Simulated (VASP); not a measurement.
Wanted: the native input for a VASP 6.6.1 run.

| Item | Value |
| --- | --- |
| Task | single point |
| Functional | PBE |
| Potentials or basis | VASP PAW PBE potentials, release 64 (Br) |
| Cutoff | 520 eV |
| k mesh | 8 × 8 × 8 |
| Occupations | fermi-dirac, width 0.02 eV |
| Spin | no spin polarisation |
| Dipole correction | no |
| Further INCAR settings | ALGO = Normal; EDIFF = 1e-07; NBANDS = 10 |

The structure of Br lies in POSCAR:

```
Br
1.0
   -1.8860368588      1.8860368588      1.8860368588
    1.8860368588     -1.8860368588      1.8860368588
    1.8860368588      1.8860368588     -1.8860368588
Br
1
Direct
    0.0000000000      0.0000000000      0.0000000000
```

One way to write it, as run:

INCAR

```
SYSTEM = Br
PREC = Accurate ; ENCUT = 520
EDIFF = 1E-7 ; ISMEAR = -1
SIGMA = 0.02 ; LREAL = .FALSE.
LASPH = .TRUE. ; NELM = 60
ALGO = Normal ; ISIF = 2
LWAVE = .FALSE. ; LCHARG = .FALSE.
GGA = PE ; NBANDS = 10
```

KPOINTS

```
Automatic mesh
0
G
  8 8 8
  0 0 0
```

Potentials or basis: VASP PAW PBE potentials, release 64 (Br).

The run is started by

```bash
$ cat potpaw_PBE.64/Br/POTCAR > POTCAR
$ mpirun -np 1 vasp_std > vasp.out
```

Results of the run:

```json
{
 "Pressure": "0.0 GPa",
 "Band gap on the k mesh": "zero (an odd number of electrons rules out a gap without spin polarisation)"
}
```

Caveat: an odd number of electrons without spin polarisation forces a metal; a magnetic or distorted state may lie lower.

Run time: 5 s on 1 thread of Intel(R) Xeon(R) Platinum 8375C CPU @ 2.90GHz (Ice Lake), on a shared host, peak memory 0.13 GiB.
